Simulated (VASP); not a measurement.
Fe, 2 atoms in the cell. Symmetry: Im-3m, No. 229, cubic system. Conventional cell: a = 2.752 Å, b = 2.752 Å, c = 2.752 Å, α = 90.00°, β = 90.00°, γ = 90.00°. Fe (site symmetry m-3m) has 14 Fe at 2.38 to 2.75 Å within 3.1 Å. 

* Program: VASP 6.6.1
* Task: single point
* Functional: LDA
* Potentials or basis: VASP PAW LDA potentials, release 64 (Fe_sv)
* Cutoff: 690 eV
* k mesh: 18 × 18 × 18
* Occupations: methfessel-paxton, width 0.1 eV
* Spin: collinear spin, ferromagnetic start
* Starting moments: [2.4, 2.4] μB
* Dipole correction: no
* Further INCAR settings: ALGO = Normal; EDIFF = 1e-06; NBANDS = 27

Potentials or basis: VASP PAW LDA potentials, release 64 (Fe_sv).

Launch:

```sh
$ cat potpaw_LDA.64/Fe_sv/POTCAR > POTCAR
$ mpirun -np 1 vasp_std > vasp.out
```

Hardware: 1 thread of Intel(R) Xeon(R) Platinum 8259CL CPU @ 2.50GHz (Skylake/Cascade Lake) (shared host).

How long does it take, and how much memory?

Run time: 2.4 min on 1 thread of Intel(R) Xeon(R) Platinum 8259CL CPU @ 2.50GHz (Skylake/Cascade Lake), with other jobs on the host, peak memory 0.32 GiB. Counts: scf iterations 13, k points 220.
